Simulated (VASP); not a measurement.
# CaO (Fm-3m) in VASP: further runs

Aim: see how the results for CaO move with the level of theory and the settings. Levels: HF, r2SCAN0. Tasks: single point.

Program: VASP 6.6.1. These are calculated values, not measurements. Logs are shortened: lines on timing, memory, paths and dates and some standing lists are left out, and cuts for length are marked.

## Step 1: The cell of the first run

It takes space group Fm-3m (No. 225, cubic). The conventional cell has a = 4.795 Å, b = 4.795 Å, c = 4.795 Å, α = 90.00°, β = 90.00°, γ = 90.00°. Ca (site symmetry m-3m) has 6 O at 2.40 Å within 3.2 Å. O (site symmetry m-3m) has 6 Ca at 2.40 Å within 3.2 Å.

## Step 2: Single point, HF

POSCAR reads:

```
CaO
1.0
    0.0000000000      2.3975473881      2.3975473881
    2.3975473881      0.0000000000      2.3975473881
    2.3975473881      2.3975473881      0.0000000000
Ca O
1 1
Direct
    0.0000000000      0.0000000000      0.0000000000
    0.5000000000      0.5000000000      0.5000000000
```

INCAR.step1 reads:

```
SYSTEM = CaO
PREC     = Accurate       ! precision mode
ENCUT    = 520            ! plane-wave cutoff, eV
EDIFF    = 1E-5           ! SCF threshold, eV
ISMEAR   = 0              ! smearing method
SIGMA    = 0.01           ! smearing width, eV
LREAL    = .False.        ! projectors in reciprocal space
LASPH    = .True.         ! aspherical terms in the spheres
NELM     = 100            ! most SCF steps
ALGO     = Normal         ! electronic algorithm
ISIF     = 2              ! what is computed and relaxed
LWAVE    = .True.         ! write WAVECAR
LCHARG   = .False.        ! write CHGCAR
NBANDS   = 15             ! bands
GGA      = PE             ! functional
```

INCAR.step2 reads:

```
SYSTEM = CaO
PREC     = Accurate       ! precision mode
ENCUT    = 520            ! plane-wave cutoff, eV
EDIFF    = 1E-6           ! SCF threshold, eV
ISMEAR   = 0              ! smearing method
SIGMA    = 0.01           ! smearing width, eV
LREAL    = .False.        ! projectors in reciprocal space
LASPH    = .True.         ! aspherical terms in the spheres
NELM     = 100            ! most SCF steps
ALGO     = Normal         ! electronic algorithm
ISIF     = 2              ! what is computed and relaxed
LWAVE    = .False.        ! write WAVECAR
LCHARG   = .False.        ! write CHGCAR
GGA      = PE             ! functional
LHFCALC  = .True.         ! exact exchange
AEXX     = 1.0            ! exact-exchange fraction
ALDAC    = 0.0          
AGGAC    = 0.0          
PRECFOCK = Normal       
NBANDS   = 15             ! bands
ISTART   = 1
```

KPOINTS reads:

```
Automatic mesh
0
Gamma
  6 6 6
  0 0 0
```

Potentials or basis: VASP PAW PBE potentials, release 64 (Ca_sv, O).

The run is started by

```console
$ cat potpaw_PBE.64/Ca_sv/POTCAR potpaw_PBE.64/O/POTCAR > POTCAR
$ cp INCAR.step1 INCAR
$ mpirun -np 1 vasp_std > vasp.out
$ cp INCAR.step2 INCAR
$ mpirun -np 1 vasp_std > vasp.out
```

OUTCAR:

```text
SYSTEM = CaO
   PREC = Accurate
   ENCUT = 520
   EDIFF = 1E-6
   ISMEAR = 0
   LREAL = .False.
   LASPH = .True.
   NELM = 100
   ISIF = 2
   GGA = PE
   LHFCALC = .True.
   AEXX = 1.0
   PRECFOCK = Normal
   ISTART = 1

 ion  position               nearest neighbor table
   1  0.000  0.000  0.000-   2 2.40   2 2.40   2 2.40   2 2.40   2 2.40   2 2.40
   2  0.500  0.500  0.500-   1 2.40   1 2.40   1 2.40   1 2.40   1 2.40   1 2.40

  LATTYP: Found a face centered cubic cell.
 ALAT       =     4.7950947762

  Lattice vectors:

 A1 = (   0.0000000000,   2.3975473881,   2.3975473881)
 A2 = (   2.3975473881,   0.0000000000,   2.3975473881)
 A3 = (   2.3975473881,   2.3975473881,   0.0000000000)

Analysis of symmetry for initial positions (statically):
=====================================================================
 Subroutine PRICEL returns:
 Original cell was already a primitive cell.

 Routine SETGRP: Setting up the symmetry group for a
 face centered cubic supercell.

 Subroutine GETGRP returns: Found 48 space group operations
 (whereof 48 operations were pure point group operations)
 out of a pool of 48 trial point group operations.

The static configuration has the point symmetry O_h .

Analysis of symmetry for dynamics (positions and initial velocities):
=====================================================================
 Subroutine PRICEL returns:
 Original cell was already a primitive cell.

 Routine SETGRP: Setting up the symmetry group for a
 face centered cubic supercell.

 Subroutine GETGRP returns: Found 48 space group operations
 (whereof 48 operations were pure point group operations)
 out of a pool of 48 trial point group operations.

The dynamic configuration has the point symmetry O_h .

 Subroutine INISYM returns: Found 48 space group operations
 (whereof 48 operations are pure point group operations),
 and found     1 'primitive' translations

----------------------------------------------------------------------------------------

                                     Primitive cell

  volume of cell :      27.5633

  direct lattice vectors                    reciprocal lattice vectors
     0.000000000  2.397547388  2.397547388    -0.208546451  0.208546451  0.208546451
     2.397547388  0.000000000  2.397547388     0.208546451 -0.208546451  0.208546451
     2.397547388  2.397547388  0.000000000     0.208546451  0.208546451 -0.208546451

  length of vectors
     3.390644033  3.390644033  3.390644033     0.361213050  0.361213050  0.361213050

  position of ions in fractional coordinates (direct lattice)
     0.000000000  0.000000000  0.000000000
     0.500000000  0.500000000  0.500000000

  ion indices of the primitive-cell ions
   primitive index   ion index
                 1           1
                 2           2

----------------------------------------------------------------------------------------

 KPOINTS: Automatic mesh

Automatic generation of k-mesh.
 Grid dimensions read from file:
 generate k-points for:    6    6    6

 Generating k-lattice:

  Cartesian coordinates                     Fractional coordinates (reciprocal lattice)
    -0.034757742  0.034757742  0.034757742     0.166666667  0.000000000  0.000000000
     0.034757742 -0.034757742  0.034757742     0.000000000  0.166666667  0.000000000
     0.034757742  0.034757742 -0.034757742     0.000000000  0.000000000  0.166666667

  Length of vectors
     0.060202175  0.060202175  0.060202175

  Shift w.r.t. Gamma in fractional coordinates (k-lattice)
     0.000000000  0.000000000  0.000000000

 Subroutine IBZKPT returns following result:
 ===========================================

 Found     16 irreducible k-points:

 Following reciprocal coordinates:
            Coordinates               Weight
  0.000000  0.000000  0.000000      1.000000
  0.166667  0.000000  0.000000      8.000000
  0.333333  0.000000  0.000000      8.000000
  0.500000  0.000000  0.000000      4.000000
  0.166667  0.166667  0.000000      6.000000
  0.333333  0.166667  0.000000     24.000000
[... 8 lines left out ...]
 -0.333333  0.333333  0.166667     24.000000
 -0.333333  0.500000  0.166667     12.000000
   k-points           NKPTS =     16   k-points in BZ     NKDIM =    216   number of bands    NBANDS=     15
   number of dos      NEDOS =    301   number of ions     NIONS =      2
   total plane-waves  NPLWV =  21952
   dimension x,y,z NGX =    28 NGY =   28 NGZ =   28
   dimension x,y,z NGXF=    56 NGYF=   56 NGZF=   56
   ions per type =               1   1
   NGX,Y,Z   is equivalent  to a cutoff of  13.73, 13.73, 13.73 a.u.
   NGXF,Y,Z  is equivalent  to a cutoff of  27.46, 27.46, 27.46 a.u.
 SYSTEM =  CaO
   PREC   = accura    normal or accurate (medium, high low for compatibility)
   ISTART =      1    job   : 0-new  1-cont  2-samecut
   ICHARG =      0    charge: 1-file 2-atom 10-const
   ISPIN  =      1    spin polarized calculation?
   LNONCOLLINEAR =      F non collinear calculations
   LSORBIT =      F    spin-orbit coupling
   LASPH  =      T    aspherical Exc in radial PAW
   ENCUT  =  520.0 eV  38.22 Ry    6.18 a.u.   6.30  6.30  6.30*2*pi/ulx,y,z
   NELM   =    100;   NELMIN=  2; NELMDL=  0     # of ELM steps
   EDIFF  = 0.1E-05   stopping-criterion for ELM
   LREAL  =      F    real-space projection
   EDIFFG = 0.1E-04   stopping-criterion for IOM
   NSW    =      0    number of steps for IOM
   IBRION =     -1    ionic relax: 0-MD 1-quasi-New 2-CG
   NFREE  =      0    steps in history (QN), initial steepest desc. (CG)
   ISIF   =      2    stress and relaxation
   ISYM   =      3    0-nonsym 1-usesym 2-fastsym
   POTIM  = 0.5000    time-step for ionic-motion
   TEBEG  =    0.0;   TEEND  =   0.0 temperature during run
   PSTRESS=    0.0 pullay stress
   NELECT =      16.0000    total number of electrons
   NUPDOWN=      -1.0000    fix difference up-down
   EMIN   =  10.00;   EMAX   =-10.00  energy-range for DOS
   EFERMI =   0.00;   METHOD = LEGACY
   ISMEAR =     0;   SIGMA  =   0.01  broadening in eV -4-tet -1-fermi 0-gaus
   EFERMI_NEDOS =   21; number of points for ismear=-14 and -15
   IALGO  =     38    algorithm
   IMIX   =      1    mixing-type and parameters
     AMIX     =   0.40;   BMIX     =  1.00
     AMIX_MAG =   1.60;   BMIX_MAG =  1.00
  volume/ion in A,a.u.               =      13.78        93.00
  Fermi-wavevector in a.u.,A,eV,Ry     =   1.365644  2.580694 25.374656  1.864985
  Thomas-Fermi vector in A             =   2.491855
   LORBIT       =      0    0 simple, 1 ext, 2 COOP (PROOUT), +10 PAW based schemes
   GGA     = PE    functional components
   LHFCALC =     T    Hartree Fock is set to
   PRECFOCK=normal    Normal, Fast or Accurate (Low or Medium for compatibility)
   ENCUT4O =  -1.0   cutoff for four orbital integrals eV
   NKREDX  =     1    reduce k-point grid by
   NKREDY  =     1    reduce k-point grid by
   NKREDZ  =     1    reduce k-point grid by
   AEXX    =    1.0000 exact exchange contribution
   HFSCREEN=    0.0000 screening length (either q_TF or 0.3 A-1)
   HFSCREENC=   0.0000 screening length for correlation (either q_TF or 0.3 A-1)
   ENCUTFOCK=  -1.0 apply spherical cutoff to Coloumb kernel
   IVDW    =     0    specifies the selected vdW correction
   LEPSILON=     F    determine dielectric tensor
   LRPA    =     F    only Hartree local field effects (RPA)
 non-spin polarized calculation
 Gauss-broadening in eV      SIGMA  =   0.01
  energy-cutoff  :      520.00
  volume of cell :       27.56
 maximum number of plane-waves:       754
 NGX is ok and might be reduce to    28
  NGX = 20; NGY = 20; NGZ = 20

 number of electron      15.9999997 magnetization

 Free energy of the ion-electron system (eV)
  ---------------------------------------------------
  ext. energy  EPLUGINS =         0.00000000
  ---------------------------------------------------
  free energy    TOTEN  =       -21.90637787 eV

  energy without entropy =      -21.90637787  energy(sigma->0) =      -21.90637787

 E-fermi :  -2.5039     XC(G=0):   0.0000

 val. band max:       -2.5457771367   @ k =   0.0000   0.0000   0.0000
 cond. band min:      11.4580457955   @ k =   0.5000   0.5000   0.0000
 fundamental gap:     14.0038229322
 Fermi energy:        -2.5038890468

 k-point     1 :       0.0000    0.0000    0.0000
  band No.  band energies     occupation
      1     -49.6919      2.00000
      2     -24.5752      2.00000
      3     -24.5752      2.00000
      4     -24.5752      2.00000
      5     -23.8728      2.00000
      6      -2.5458      2.00000
      7      -2.5458      2.00000
      8      -2.5458      2.00000
      9      12.1528      0.00000
     10      15.1656      0.00000
     11      15.1656      0.00000
     12      15.1656      0.00000
     13      17.3481      0.00000
     14      17.3481      0.00000
     15      22.8650      0.00000

 k-point     2 :       0.1667    0.0000    0.0000
  band No.  band energies     occupation
      1     -49.6621      2.00000
      2     -25.5039      2.00000
      3     -24.5853      2.00000
      4     -24.5853      2.00000
      5     -22.8968      2.00000
      6      -3.4824      2.00000
      7      -2.9239      2.00000
      8      -2.9239      2.00000
      9      13.4143      0.00000
     10      14.9110      0.00000
     11      15.8090      0.00000
     12      15.8090      0.00000
     13      18.1805      0.00000
     14      18.1805      0.00000
     15      24.5949      0.00000
[... 221 lines left out ...]
      3     -24.9746      2.00000
      4     -24.8297      2.00000
      5     -22.2839      2.00000
      6      -4.6430      2.00000
      7      -3.8565      2.00000
      8      -3.7590      2.00000
      9      15.1063      0.00000
     10      15.2213      0.00000
     11      18.6378      0.00000
     12      19.5406      0.00000
     13      20.8828      0.00000
     14      22.9103      0.00000
     15      23.1105      0.00000

 k-point    16 :      -0.3333    0.5000    0.1667
  band No.  band energies     occupation
      1     -49.5355      2.00000
      2     -25.4597      2.00000
      3     -25.2057      2.00000
      4     -24.9741      2.00000
      5     -22.7470      2.00000
      6      -4.0684      2.00000
      7      -3.8802      2.00000
      8      -3.5106      2.00000
      9      13.1624      0.00000
     10      16.7844      0.00000
     11      18.2406      0.00000
     12      20.3097      0.00000
     13      20.3342      0.00000
     14      22.6157      0.00000
     15      22.9014      0.00000

------------------------ aborting loop because EDIFF is reached ----------------------------------------

  FORCE on cell =-STRESS in cart. coord.  units (eV):
  Direction    XX          YY          ZZ          XY          YZ          ZX
  --------------------------------------------------------------------------------------
  -------------------------------------------------------------------------------------
  Total        1.0101577      1.0101577      1.0101577      0.0000000      0.0000000      0.0000000
  in kB       58.7175817     58.7175817     58.7175817      0.0000000      0.0000000      0.0000000
  external PRESSURE =      58.7175817 kB  Pullay stress =       0.0000000 kB

 VOLUME and BASIS-vectors are now :
 -----------------------------------------------------------------------------
  energy-cutoff  :      520.00
  volume of cell :       27.56
      direct lattice vectors                 reciprocal lattice vectors
     0.000000000  2.397547388  2.397547388    -0.208546451  0.208546451  0.208546451
     2.397547388  0.000000000  2.397547388     0.208546451 -0.208546451  0.208546451
     2.397547388  2.397547388  0.000000000     0.208546451  0.208546451 -0.208546451

 POSITION                                       TOTAL-FORCE (eV/Angst)
 -----------------------------------------------------------------------------------
      0.00000      0.00000      0.00000         0.000000      0.000000     -0.000000
      2.39755      2.39755      2.39755        -0.000000      0.000000      0.000000
 -----------------------------------------------------------------------------------
    total drift:                                0.000000     -0.000000      0.000000

  FREE ENERGIE OF THE ION-ELECTRON SYSTEM (eV)
  ---------------------------------------------------
  free  energy   TOTEN  =       -21.9063778705 eV

  energy  without entropy=      -21.9063778705  energy(sigma->0) =      -21.90637787
```

It took 40 min on 1 thread of AMD EPYC 7R13 (Zen 3), shared host; peak memory 0.15 GiB.

What came out:

```
Free energy            : -21.9064 eV
Pressure               : 5.9 GPa
Band gap on the k mesh : 14.00 eV (least direct gap 14.52 eV)
```

Caveat: the cell stands under pressure; the PAW data sets were made with another functional, which shifts forces and pressure a little. A k mesh can miss the band edges.

## Step 3: Single point, r2SCAN0

POSCAR is that of step 2.

INCAR.step1 reads:

```
SYSTEM = CaO
  PREC = Accurate
  ENCUT = 520
  EDIFF = 1E-5
  ISMEAR = 0
  SIGMA = 0.01
  LREAL = .False.
  LASPH = .True.
  NELM = 60
  ALGO = Normal
  ISIF = 2
  LWAVE = .True.
  GGA = PE
  NBANDS = 15
```

INCAR.step2 reads:

```
SYSTEM = CaO
  PREC = Accurate
  ENCUT = 520
  EDIFF = 1E-6
  ISMEAR = 0
  SIGMA = 0.01
  LREAL = .False.
  LASPH = .True.
  NELM = 60
  ALGO = Normal
  ISIF = 2
  LWAVE = .False.
  LCHARG = .True.
  METAGGA = R2SCAN
  LHFCALC = .True.
  AEXX = 0.25
  LMIXTAU = .True.
  PRECFOCK = Normal
  LELF = .True.
  LVHAR = .True.
  ISTART = 1
  NBANDS = 15
```

KPOINTS is that of step 2.

Potentials or basis: VASP PAW PBE potentials, release 64 (Ca_sv, O).

The run is started by

```console
$ cat potpaw_PBE.64/Ca_sv/POTCAR potpaw_PBE.64/O/POTCAR > POTCAR
$ cp INCAR.step1 INCAR
$ mpirun -np 1 vasp_std > vasp.out
$ cp INCAR.step2 INCAR
$ mpirun -np 1 vasp_std > vasp.out
```

Run time: 26 min. Hardware: 1 thread of AMD EPYC 7R13 (Zen 3), shared host; peak memory 0.15 GiB.

It converged, with:

```
Free energy            : -20.4805 eV
Pressure               : -0.2 GPa
Band gap on the k mesh : 6.42 eV (least direct gap 6.85 eV)
```

Levels at points of the mesh, in eV from the valence-band top:
```tsv
k point	band 4	band 5	band 6	band 7	band 8	band 9	band 10	band 11	band 12	band 13
(0.00, 0.00, 0.00)	-19.79	-17.67	0.00	0.00	0.00	7.49	9.42	9.42	9.42	11.14
(0.50, 0.00, 0.00)	-19.84	-16.16	-2.84	-1.29	-1.29	10.30	11.33	11.91	11.91	14.26
(0.50, 0.50, 0.00)	-20.03	-17.42	-1.45	-0.42	-0.42	6.42	11.48	12.50	13.27	13.27
```

Caveat: the PAW data sets were made with another functional, which shifts forces and pressure a little.
